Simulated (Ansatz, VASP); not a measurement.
## Two plane-wave programs on MgSnO4

```
Mg Sn O
1.0
     3.62679    0.00000    0.00000
    -1.81339    3.14089    0.00000
     0.00000    0.00000    5.90150
Mg Sn O
1 1 4
Cartesian
  0.0000 0.0000 2.9508
  0.0000 0.0000 0.0000
  1.8134 1.0470 1.5166
  0.0000 2.0939 4.3849
  0.0000 2.0939 1.5166
  1.8134 1.0470 4.3849
```

Change from the starting cell: species swapped into the MgAlB4 type (P6/mmm, No. 191).

Alike in both runs: functional PBE; k mesh 12 × 12 × 6; occupations gaussian, width 0.1 eV; no spin polarisation.

Ansatz relaxed the structure, and its values are those at the end. VASP's run is a single point on that final structure, the one shown.

```csv
,VASP,Ansatz
version,VASP 6.6.1,Ansatz 0.2.0
potentials or method,"VASP PAW PBE potentials, release 64 (Mg, Sn_d, O), cutoff 520 eV","scalar-relativistic, plane waves, PAW"
valence electrons in the cell,40,48
```

```tsv
	VASP	Ansatz	Ansatz less VASP
gap on the k mesh at the Fermi level (eV)	none	none	-
pressure (GPa)	-0.3	0.0	+0.30
rms of the force components (eV/Å)	0.008	0.000	-0.0082
```

A gap of «none» marks a metal or a gap that the smearing closes. With one functional, cell and mesh, what is left measures potentials, basis and numerics. VASP's potentials hold 40 valence electrons a cell and Ansatz's 48, so a difference there can come from the potentials and not from the codes.
